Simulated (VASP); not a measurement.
# InSe2 (P4/nmm) in VASP: notebook

The runs below take InSe2 through single point, with PBE.

All numbers are computed with VASP 6.6.1; they aren't measurements. Logs are shortened: lines on timing, memory, paths and dates and some standing lists are left out, and cuts for length are marked.

## Step 1: The cell of the first run

It takes space group P4/nmm (No. 129, tetragonal). The conventional cell has a = 3.887 Å, b = 3.887 Å, c = 10.511 Å, α = 90.00°, β = 90.00°, γ = 90.00°. Within 3.7 Å of In (site symmetry 4mm) lie 9 Se at 2.84 to 3.67 Å. Within 3.7 Å of Se (site symmetry 4mm) lie 5 In at 2.84 to 3.55 Å. Se (site symmetry -4m2) has 4 Se at 2.75 Å within 3.6 Å.

## Step 2: Single point, PBE (strain +0.000 along x and y, +0.080 along z)

INCAR

```
SYSTEM = InSe2
  ALGO = Normal
  EDIFF = 1E-7
  ENCUT = 520
  GGA = PE
  ISIF = 2
  ISMEAR = 0
  LASPH = .True.
  LCHARG = .False.
  LREAL = .False.
  LWAVE = .False.
  NBANDS = 34
  NELM = 80
  PREC = Accurate
  SIGMA = 0.15
```

KPOINTS

```
k-points
0
Gamma
  12 12 6
  0 0 0
```

POSCAR

```
InSe2
1.0
    3.8873932726      0.0000000000      0.0000000000
    0.0000000000      3.8873932726      0.0000000000
    0.0000000000      0.0000000000     10.5111377570
In Se
2 4
Direct
    0.0000000000      0.5000000000      0.7035851637
    0.5000000000      0.0000000000      0.2964148363
    0.0000000000      0.5000000000      0.3657877574
    0.5000000000      0.0000000000      0.6342122426
    0.0000000000      0.0000000000      0.0000000000
    0.5000000000      0.5000000000      0.0000000000
```

Potentials or basis: VASP PAW PBE potentials, release 64 (In_d, Se).

Started as:

```
cat potpaw_PBE.64/In_d/POTCAR potpaw_PBE.64/Se/POTCAR > POTCAR
mpirun -np 1 vasp_std > vasp.out
```

OUTCAR:

```text
SYSTEM = InSe2
   EDIFF = 1E-7
   ENCUT = 520
   GGA = PE
   ISIF = 2
   ISMEAR = 0
   LASPH = .True.
   LREAL = .False.
   NELM = 80
   PREC = Accurate

 ion  position               nearest neighbor table
   1  0.000  0.500  0.704-   4 2.84   4 2.84   4 2.84   4 2.84
   2  0.500  0.000  0.296-   3 2.84   3 2.84   3 2.84   3 2.84
   3  0.000  0.500  0.366-   2 2.84   2 2.84   2 2.84   2 2.84
   4  0.500  0.000  0.634-   1 2.84   1 2.84   1 2.84   1 2.84
   5  0.000  0.000  0.000-   6 2.75   6 2.75   6 2.75   6 2.75
   6  0.500  0.500  0.000-   5 2.75   5 2.75   5 2.75   5 2.75

  LATTYP: Found a simple tetragonal cell.
 ALAT       =     3.8873932726
 C/A-ratio  =     2.7039038811

  Lattice vectors:

 A1 = (   3.8873932726,   0.0000000000,   0.0000000000)
 A2 = (   0.0000000000,   3.8873932726,   0.0000000000)
 A3 = (   0.0000000000,   0.0000000000,  10.5111377570)

Analysis of symmetry for initial positions (statically):
=====================================================================
 Subroutine PRICEL returns:
 Original cell was already a primitive cell.

 Routine SETGRP: Setting up the symmetry group for a
 simple tetragonal supercell.

 Subroutine GETGRP returns: Found 16 space group operations
 (whereof  8 operations were pure point group operations)
 out of a pool of 16 trial point group operations.

The static configuration has the point symmetry D_2d.
 The point group associated with its full space group is D_4h.

Analysis of symmetry for dynamics (positions and initial velocities):
=====================================================================
 Subroutine PRICEL returns:
 Original cell was already a primitive cell.

 Routine SETGRP: Setting up the symmetry group for a
 simple tetragonal supercell.

 Subroutine GETGRP returns: Found 16 space group operations
 (whereof  8 operations were pure point group operations)
 out of a pool of 16 trial point group operations.

The dynamic configuration has the point symmetry D_2d.
 The point group associated with its full space group is D_4h.

 Subroutine INISYM returns: Found 16 space group operations
 (whereof  8 operations are pure point group operations),
 and found     1 'primitive' translations

----------------------------------------------------------------------------------------

                                     Primitive cell

  volume of cell :     158.8425

  direct lattice vectors                    reciprocal lattice vectors
     3.887393273  0.000000000  0.000000000     0.257241789  0.000000000  0.000000000
     0.000000000  3.887393273  0.000000000     0.000000000  0.257241789  0.000000000
     0.000000000  0.000000000 10.511137757     0.000000000  0.000000000  0.095137180

  length of vectors
     3.887393273  3.887393273 10.511137757     0.257241789  0.257241789  0.095137180

  position of ions in fractional coordinates (direct lattice)
     0.000000000  0.500000000  0.703585164
     0.500000000  0.000000000  0.296414836
     0.000000000  0.500000000  0.365787757
     0.500000000  0.000000000  0.634212243
     0.000000000  0.000000000  0.000000000
     0.500000000  0.500000000  0.000000000

  ion indices of the primitive-cell ions
   primitive index   ion index
                 1           1
                 2           2
                 3           3
                 4           4
                 5           5
                 6           6

----------------------------------------------------------------------------------------

 KPOINTS: k-points

Automatic generation of k-mesh.
 Grid dimensions read from file:
 generate k-points for:   12   12    6

 Generating k-lattice:

  Cartesian coordinates                     Fractional coordinates (reciprocal lattice)
     0.021436816  0.000000000  0.000000000     0.083333333  0.000000000  0.000000000
     0.000000000  0.021436816  0.000000000     0.000000000  0.083333333  0.000000000
     0.000000000  0.000000000  0.015856197     0.000000000  0.000000000  0.166666667

  Length of vectors
     0.021436816  0.021436816  0.015856197

  Shift w.r.t. Gamma in fractional coordinates (k-lattice)
     0.000000000  0.000000000  0.000000000

 Subroutine IBZKPT returns following result:
 ===========================================

 Found    112 irreducible k-points:

 Following reciprocal coordinates:
            Coordinates               Weight
  0.000000  0.000000  0.000000      1.000000
  0.083333  0.000000  0.000000      4.000000
  0.166667  0.000000  0.000000      4.000000
  0.250000  0.000000  0.000000      4.000000
  0.333333  0.000000  0.000000      4.000000
  0.416667  0.000000  0.000000      4.000000
[... 16 lines left out ...]
  0.333333  0.333333  0.000000      4.000000
  0.416667  0.333333  0.000000      8.000000
 [... further k-points ...]
   k-points           NKPTS =    112   k-points in BZ     NKDIM =    112   number of bands    NBANDS=     34
   number of dos      NEDOS =    301   number of ions     NIONS =      6
   total plane-waves  NPLWV =  72000
   dimension x,y,z NGX =    30 NGY =   30 NGZ =   80
   dimension x,y,z NGXF=    60 NGYF=   60 NGZF=  160
   ions per type =               2   4
   NGX,Y,Z   is equivalent  to a cutoff of  12.83, 12.83, 12.65 a.u.
   NGXF,Y,Z  is equivalent  to a cutoff of  25.66, 25.66, 25.31 a.u.
 SYSTEM =  InSe2
   PREC   = accura    normal or accurate (medium, high low for compatibility)
   ISTART =      0    job   : 0-new  1-cont  2-samecut
   ICHARG =      2    charge: 1-file 2-atom 10-const
   ISPIN  =      1    spin polarized calculation?
   LNONCOLLINEAR =      F non collinear calculations
   LSORBIT =      F    spin-orbit coupling
   LASPH  =      T    aspherical Exc in radial PAW
   ENCUT  =  520.0 eV  38.22 Ry    6.18 a.u.   7.23  7.23 19.54*2*pi/ulx,y,z
   NELM   =     80;   NELMIN=  2; NELMDL= -5     # of ELM steps
   EDIFF  = 0.1E-06   stopping-criterion for ELM
   LREAL  =      F    real-space projection
   EDIFFG = 0.1E-05   stopping-criterion for IOM
   NSW    =      0    number of steps for IOM
   IBRION =     -1    ionic relax: 0-MD 1-quasi-New 2-CG
   NFREE  =      0    steps in history (QN), initial steepest desc. (CG)
   ISIF   =      2    stress and relaxation
   ISYM   =      2    0-nonsym 1-usesym 2-fastsym
   POTIM  = 0.5000    time-step for ionic-motion
   TEBEG  =    0.0;   TEEND  =   0.0 temperature during run
   PSTRESS=    0.0 pullay stress
   NELECT =      50.0000    total number of electrons
   NUPDOWN=      -1.0000    fix difference up-down
   EMIN   =  10.00;   EMAX   =-10.00  energy-range for DOS
   EFERMI =   0.00;   METHOD = LEGACY
   ISMEAR =     0;   SIGMA  =   0.15  broadening in eV -4-tet -1-fermi 0-gaus
   EFERMI_NEDOS =   21; number of points for ismear=-14 and -15
   IALGO  =     38    algorithm
   IMIX   =      4    mixing-type and parameters
     AMIX     =   0.40;   BMIX     =  1.00
     AMIX_MAG =   1.60;   BMIX_MAG =  1.00
  volume/ion in A,a.u.               =      26.47       178.65
  Fermi-wavevector in a.u.,A,eV,Ry     =   1.113634  2.104464 16.873692  1.240181
  Thomas-Fermi vector in A             =   2.250221
   LORBIT       =      0    0 simple, 1 ext, 2 COOP (PROOUT), +10 PAW based schemes
   GGA     = PE    functional components
   LHFCALC =     F    Hartree Fock is set to
   AEXX    =    0.0000 exact exchange contribution
   IVDW    =     0    specifies the selected vdW correction
   LEPSILON=     F    determine dielectric tensor
   LRPA    =     F    only Hartree local field effects (RPA)
 non-spin polarized calculation
 Gauss-broadening in eV      SIGMA  =   0.15
  energy-cutoff  :      520.00
  volume of cell :      158.84
 maximum number of plane-waves:      4316
 NGX is ok and might be reduce to    30
   NGX = 15   NGY = 15   NGZ = 39

 number of electron      49.9999986 magnetization

 Free energy of the ion-electron system (eV)
  ---------------------------------------------------
  ext. energy  EPLUGINS =         0.00000000
  ---------------------------------------------------
  free energy    TOTEN  =       -20.21394328 eV

  energy without entropy =      -20.19487656  energy(sigma->0) =      -20.20440992

 E-fermi :   4.3058     XC(G=0):  -9.4389

 val. band max:        4.2942739670   @ k =   0.1667   0.0833   0.3333
 cond. band min:       4.3085455900   @ k =   0.1667   0.0833   0.1667
 fundamental gap:      0.0142716231
 Fermi energy:         4.3057837847

 k-point     1 :       0.0000    0.0000    0.0000
  band No.  band energies     occupation
      1     -10.6312      2.00000
      2     -10.4356      2.00000
      3     -10.3994      2.00000
      4     -10.2396      2.00000
      5     -10.2384      2.00000
      6     -10.2224      2.00000
[... 26 lines left out ...]
     33      10.3585      0.00000
     34      10.7810      0.00000

 k-point     2 :       0.0833    0.0000    0.0000
  band No.  band energies     occupation
      1     -10.5799      2.00000
      2     -10.4268      2.00000
      3     -10.3855      2.00000
      4     -10.2361      2.00000
      5     -10.2347      2.00000
      6     -10.2248      2.00000
[... 26 lines left out ...]
     33      10.1915      0.00000
     34      10.6689      0.00000

 k-point     3 :       0.1667    0.0000    0.0000
  band No.  band energies     occupation
      1     -10.4501      2.00000
      2     -10.4036      2.00000
      3     -10.3251      2.00000
      4     -10.2376      2.00000
      5     -10.2372      2.00000
      6     -10.2215      2.00000
[... 26 lines left out ...]
     33       9.7628      0.00000
     34      10.2429      0.00000

 k-point     4 :       0.2500    0.0000    0.0000
  band No.  band energies     occupation
      1     -10.3739      2.00000
      2     -10.3686      2.00000
      3     -10.2545      2.00000
      4     -10.2496      2.00000
      5     -10.2218      2.00000
      6     -10.2182      2.00000
[... 26 lines left out ...]
     33       9.6267      0.00000
     34      10.2478      0.00000

 k-point     5 :       0.3333    0.0000    0.0000
  band No.  band energies     occupation
      1     -10.3459      2.00000
      2     -10.3324      2.00000
      3     -10.2712      2.00000
      4     -10.2629      2.00000
      5     -10.2272      2.00000
      6     -10.2254      2.00000
[... 621 lines left out ...]
 k-point    22 :       0.5000    0.2500    0.0000
  band No.  band energies     occupation
      1     -10.4385      2.00000
      2     -10.4385      2.00000
      3     -10.2584      2.00000
      4     -10.2584      2.00000
      5     -10.2552      2.00000
      6     -10.2552      2.00000
[... 26 lines left out ...]
     33      10.0069      0.00000
     34      10.0069      0.00000

 k-point    23 :       0.3333    0.3333    0.0000
  band No.  band energies     occupation
      1     -10.4575      2.00000
      2     -10.4552      2.00000
      3     -10.2585      2.00000
      4     -10.2524      2.00000
      5     -10.2497      2.00000
      6     -10.2438      2.00000
[... 26 lines left out ...]
     33       9.9546      0.00000
     34      10.5075      0.00000

 k-point    24 :       0.4167    0.3333    0.0000
  band No.  band energies     occupation
      1     -10.4896      2.00000
      2     -10.4891      2.00000
      3     -10.2576      2.00000
      4     -10.2550      2.00000
      5     -10.2490      2.00000
      6     -10.2460      2.00000
[... 26 lines left out ...]
     33      10.0640      0.00000
     34      10.3704      0.00000

 [... further k-points ...]
[... 5 lines left out ...]
  --------------------------------------------------------------------------------------
  -------------------------------------------------------------------------------------
  Total       -1.0263524     -1.0263524     -2.4945292      0.0000000      0.0000000      0.0000000
  in kB      -10.3523848    -10.3523848    -25.1612661      0.0000000      0.0000000      0.0000000
  external PRESSURE =     -15.2886786 kB  Pullay stress =       0.0000000 kB

 VOLUME and BASIS-vectors are now :
 -----------------------------------------------------------------------------
  energy-cutoff  :      520.00
  volume of cell :      158.84
      direct lattice vectors                 reciprocal lattice vectors
     3.887393273  0.000000000  0.000000000     0.257241789  0.000000000  0.000000000
     0.000000000  3.887393273  0.000000000     0.000000000  0.257241789  0.000000000
     0.000000000  0.000000000 10.511137757     0.000000000  0.000000000  0.095137180

 POSITION                                       TOTAL-FORCE (eV/Angst)
 -----------------------------------------------------------------------------------
      0.00000      1.94370      7.39548         0.000000     -0.000000      0.029887
      1.94370      0.00000      3.11566         0.000000      0.000000     -0.029887
      0.00000      1.94370      3.84485         0.000000      0.000000     -0.150474
      1.94370      0.00000      6.66629         0.000000      0.000000      0.150474
      0.00000      0.00000      0.00000         0.000000      0.000000      0.000000
      1.94370      1.94370      0.00000         0.000000     -0.000000      0.000000
 -----------------------------------------------------------------------------------
    total drift:                                0.000000      0.000000      0.000000

  FREE ENERGIE OF THE ION-ELECTRON SYSTEM (eV)
  ---------------------------------------------------
  free  energy   TOTEN  =       -20.2139432786 eV

  energy  without entropy=      -20.1948765627  energy(sigma->0) =      -20.20440992
```

Run time: 9.3 min. Hardware: 1 thread of Oxide Virtual Turin-like, shared host; peak memory 0.56 GiB.

Results:

| Quantity | Value |
| --- | --- |
| Free energy | -20.2139 eV |
| Pressure | -1.5 GPa |
| Largest force | 0.150 eV/Å |
| Band gap on the k mesh | zero (band 25 reaches 4.84 eV, above the bottom of band 26 at 2.89 eV) |

Forces on the atoms (eV/Å):
```
In   0.000  0.000  0.030
In   0.000  0.000 -0.030
Se   0.000  0.000 -0.150
Se   0.000  0.000  0.150
Se   0.000  0.000  0.000
Se   0.000  0.000  0.000
```

Stress tensor (GPa, compression positive):
```
-1.04  0.00  0.00
 0.00 -1.04  0.00
 0.00  0.00 -2.52
```

Levels at points of the mesh, in eV from the Fermi level:
```csv
k point,band 23,band 24,band 25,band 26,band 27,band 28
"(0.00, 0.00, 0.00)",-1.82,-1.82,0.22,0.48,3.05,3.05
"(0.50, 0.00, 0.00)",-1.22,-1.22,-0.98,-0.98,1.27,1.27
"(0.50, 0.50, 0.00)",-1.50,-1.50,-1.27,-1.27,2.66,2.66
"(0.00, 0.00, 0.50)",-1.80,-1.66,0.21,0.48,1.90,3.05
"(0.50, 0.00, 0.50)",-1.21,-1.21,-0.98,-0.98,0.87,0.87
"(0.50, 0.50, 0.50)",-1.58,-1.58,-1.41,-1.41,3.08,3.08
```

Caveat: the cell differs from its parent crystal (strain +0.000 along x and y, +0.080 along z); spin-orbit coupling is left out, which moves the levels of the heavy elements.

## Step 3: Single point, PBE (strain +0.040 along x and y, +0.000 along z)

INCAR

```
PREC = Accurate
ENCUT = 520
EDIFF = 1E-6
ISMEAR = 0
SIGMA = 0.15
LREAL = False
LASPH = True
NELM = 60
ALGO = Normal
ISIF = 2
LWAVE = False
LCHARG = False
GGA = PE
NBANDS = 34
```

KPOINTS

```
regular mesh
0
Gamma
  12 12 6
```

POSCAR, as its differences from that of step 2:

```diff
@@ -2,5 +2,5 @@
 1.0
-    3.8873932726      0.0000000000      0.0000000000
-    0.0000000000      3.8873932726      0.0000000000
-    0.0000000000      0.0000000000     10.5111377570
+    4.0428890035      0.0000000000      0.0000000000
+    0.0000000000      4.0428890035      0.0000000000
+    0.0000000000      0.0000000000      9.7325349602
 In Se
```

Potentials or basis: VASP PAW PBE potentials, release 64 (In_d, Se).

Started as:

```
cat potpaw_PBE.64/In_d/POTCAR potpaw_PBE.64/Se/POTCAR > POTCAR
mpirun -np 1 vasp_std > vasp.out
```

Wall time 8.6 min (1 thread of Oxide Virtual Turin-like, shared host); peak memory 0.55 GiB.

The run converged. Its results:

```yaml
Free_energy: -20.0600 eV
Pressure: -4.5 GPa
Largest_force: 0.258 eV/Å
Band_gap_on_the_k_mesh: zero (band 25 reaches 4.60 eV, above the bottom of band 26 at 2.90 eV)
```

Forces on the atoms (eV/Å):
```
In   0.000  0.000 -0.258
In   0.000  0.000  0.258
Se   0.000  0.000 -0.062
Se   0.000  0.000  0.062
Se   0.000  0.000  0.000
Se   0.000  0.000  0.000
```

Stress tensor (GPa, compression positive):
```
-6.11  0.00  0.00
 0.00 -6.11  0.00
 0.00  0.00 -1.17
```

Levels at points of the mesh, in eV from the Fermi level:
```tsv
k point	band 23	band 24	band 25	band 26	band 27	band 28
(0.00, 0.00, 0.00)	-1.35	-1.35	0.26	0.67	2.51	2.51
(0.50, 0.00, 0.00)	-1.03	-1.03	-0.75	-0.75	1.66	1.66
(0.50, 0.50, 0.00)	-1.14	-1.14	-0.74	-0.74	3.10	3.10
(0.00, 0.00, 0.50)	-1.29	-1.02	0.26	0.73	2.39	2.51
(0.50, 0.00, 0.50)	-0.76	-0.76	-0.60	-0.60	1.29	1.29
(0.50, 0.50, 0.50)	-1.37	-1.37	-1.07	-1.07	3.83	3.83
```

Caveat: the cell differs from its parent crystal (strain +0.040 along x and y, +0.000 along z); spin-orbit coupling is left out, which moves the levels of the heavy elements.
